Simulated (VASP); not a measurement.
Wanted: the native input for a VASP 6.6.1 run.

```yaml
Task: single point
Functional: PBE
Potentials_or_basis: VASP PAW PBE potentials, release 64 (Ba_sv, Hf_pv, O)
Cutoff: 520 eV
k_mesh: 6 × 6 × 6
Occupations: gaussian, width 0.02 eV
Spin: no spin polarisation
Dipole_correction: no
Further_INCAR_settings: ALGO = Normal; EDIFF = 1e-07; NBANDS = 27
```

The structure of BaHfO3 lies in POSCAR:

```
BaHfO3
1.0
    4.2061183603      0.0000000000      0.0000000000
    0.0000000000      4.2061183603      0.0000000000
    0.0000000000      0.0000000000      4.2061183603
Ba Hf O
1 1 3
Direct
    0.5000000000      0.5000000000      0.5000000000
    0.0000000000      0.0000000000      0.0000000000
    0.0000000000      0.5000000000      0.0000000000
    0.5000000000      0.0000000000      0.0000000000
    0.0000000000      0.0000000000      0.5000000000
```

These files were run (other wordings do the same):

INCAR

```
SYSTEM = BaHfO3
  PREC = Accurate
  ENCUT = 520
  EDIFF = 1E-7
  ISMEAR = 0
  SIGMA = 0.02
  LREAL = .False.
  LASPH = .True.
  NELM = 60
  ALGO = Normal
  ISIF = 2
  LWAVE = .False.
  LCHARG = .False.
  GGA = PE
  NBANDS = 27
```

KPOINTS

```
Automatic mesh
0
Gamma
  6 6 6
  0 0 0
```

Potentials or basis: VASP PAW PBE potentials, release 64 (Ba_sv, Hf_pv, O).

Command:

```bash
$ cat potpaw_PBE.64/Ba_sv/POTCAR potpaw_PBE.64/Hf_pv/POTCAR potpaw_PBE.64/O/POTCAR > POTCAR
$ mpirun -np 1 vasp_std > vasp.out
```

Results of the run:

```yaml
Pressure: -0.6 GPa
Band_gap_on_the_k_mesh: 3.53 eV, indirect (least direct gap 3.78 eV)
```

Caveat: spin-orbit coupling is left out, which moves the levels of the heavy elements.

It took 38 s on 1 thread of Intel(R) Xeon(R) Platinum 8488C (Sapphire Rapids) (shared host), peak memory 0.2 GiB.
